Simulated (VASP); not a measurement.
## CoO: single point with LDA+U

CoO:

```xyz
2
Lattice="0.0000 2.1315 2.1315 2.1315 0.0000 2.1315 2.1315 2.1315 0.0000" Properties=species:S:1:pos:R:3 pbc="T T T"
Co    0.0000    0.0000    0.0000
O     2.1315    2.1315    2.1315
```

```yaml
Program: VASP 6.6.1
Task: single point
Functional: LDA
Potentials_or_basis: VASP PAW LDA potentials, release 64 (Co, O)
Cutoff: 520 eV
k_mesh: 8 × 8 × 8
Occupations: methfessel-paxton, width 0.15 eV
Spin: collinear spin, ferromagnetic start
Starting_moments: "[3.2, 0.0] μB"
Hubbard_terms: Co d U = 7.0 eV
Dipole_correction: no
Further_INCAR_settings: ALGO = Normal; EDIFF = 1e-06; NBANDS = 18
```

* Pressure: -19.8 GPa
* Band gap on the k mesh: zero (filled and empty bands overlap)
* Net moment: 3.00 μB per cell
* Site moments: Co +2.79; O +0.22 μB
* Valence electrons inside the program's atomic spheres: Co 7.87; O 4.96

Levels at points of the mesh, in eV from the Fermi level:
Spin up:
| k point | band 5 | band 6 | band 7 | band 8 | band 9 | band 10 | band 11 | band 12 | band 13 | band 14 |
| --- | --- | --- | --- | --- | --- | --- | --- | --- | --- | --- |
| (0.00, 0.00, 0.00) | -5.26 | -5.26 | -1.81 | -1.81 | -1.81 | 2.17 | 16.85 | 16.85 | 16.85 | 17.80 |
| (0.50, 0.00, 0.00) | -4.67 | -4.67 | -3.27 | -0.20 | -0.20 | 6.10 | 10.28 | 14.30 | 14.30 | 19.88 |
| (0.50, 0.50, 0.00) | -4.81 | -4.39 | -4.39 | -3.06 | -3.06 | 6.76 | 10.82 | 10.91 | 16.68 | 16.68 |
Spin down:
```
           k point  band 2  band 3  band 4  band 5  band 6  band 7  band 8  band 9  band 10  band 11
(0.00, 0.00, 0.00)   -1.36   -1.36   -1.36   -1.19   -1.19   -1.19    2.68    3.34     3.34    17.86
(0.50, 0.00, 0.00)   -6.60   -3.01   -3.01   -0.06   -0.06    0.22    5.54    5.54     6.44    11.05
(0.50, 0.50, 0.00)   -5.22   -2.63   -2.63   -2.21   -0.03   -0.03    3.86    4.22     7.65    11.32
```

Eigenvalues of the final occupation matrices:
| site | spin | trace | eigenvalues |
| --- | --- | --- | --- |
| site 1 d | 1 | 5.00 | 0.98 0.98 0.98 1.03 1.03 |
| site 1 d | 2 | 2.23 | 0.11 0.11 0.67 0.67 0.67 |

It took 9.1 s on 1 thread of Intel(R) Xeon(R) 6975P-C (Granite Rapids), on a shared host, peak memory 0.14 GiB.

Caveat: a cell with one magnetic atom can't hold antiferromagnetic order, which such compounds often take. The state reached can hang on the start; a lower one may exist.
